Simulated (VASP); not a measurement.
Write the native input for VASP 6.6.1 that does the following.

| Item | Value |
| --- | --- |
| Task | single point |
| Functional | PBEsol |
| Potentials or basis | VASP PAW PBE potentials, release 64 (Ca_sv, Y_sv) |
| Cutoff | 520 eV |
| k mesh | 6 × 6 × 6 |
| Occupations | fermi-dirac, width 0.05 eV |
| Spin | no spin polarisation |
| Dipole correction | no |
| Further INCAR settings | ALGO = Normal; EDIFF = 1e-06; NBANDS = 28 |

The structure of Ca3Y lies in POSCAR:

```
Ca3Y
1.0
   -2.6454715967      2.6454715967      5.3630870540
    2.6454715967     -2.6454715967      5.3630870540
    2.6454715967      2.6454715967     -5.3630870540
Ca Y
3 1
Direct
    0.7500000000      0.2500000000      0.5000000000
    0.2500000000      0.7500000000      0.5000000000
    0.5000000000      0.5000000000      0.0000000000
    0.0000000000      0.0000000000      0.0000000000
```

The input as run:

INCAR

```
SYSTEM = Ca3Y
  PREC = Accurate
  ENCUT = 520
  EDIFF = 1E-6
  ISMEAR = -1
  SIGMA = 0.05
  LREAL = .False.
  LASPH = .True.
  NELM = 100
  ALGO = Normal
  ISIF = 2
  LWAVE = .False.
  LCHARG = .False.
  GGA = PS
  NBANDS = 28
```

KPOINTS

```
regular mesh
0
Gamma
  6 6 6
  0 0 0
```

Potentials or basis: VASP PAW PBE potentials, release 64 (Ca_sv, Y_sv).

Run with:

```bash
$ cat potpaw_PBE.64/Ca_sv/POTCAR potpaw_PBE.64/Y_sv/POTCAR > POTCAR
$ mpirun -np 1 vasp_std > vasp.out
```

It gave:

```
Pressure : 0.1 GPa
```

Caveat: the PAW data sets were made with another functional, which shifts forces and pressure a little.

Run time: 4.4 min on 1 thread of Intel(R) Xeon(R) Platinum 8488C (Sapphire Rapids) (shared host), peak memory 0.43 GiB.
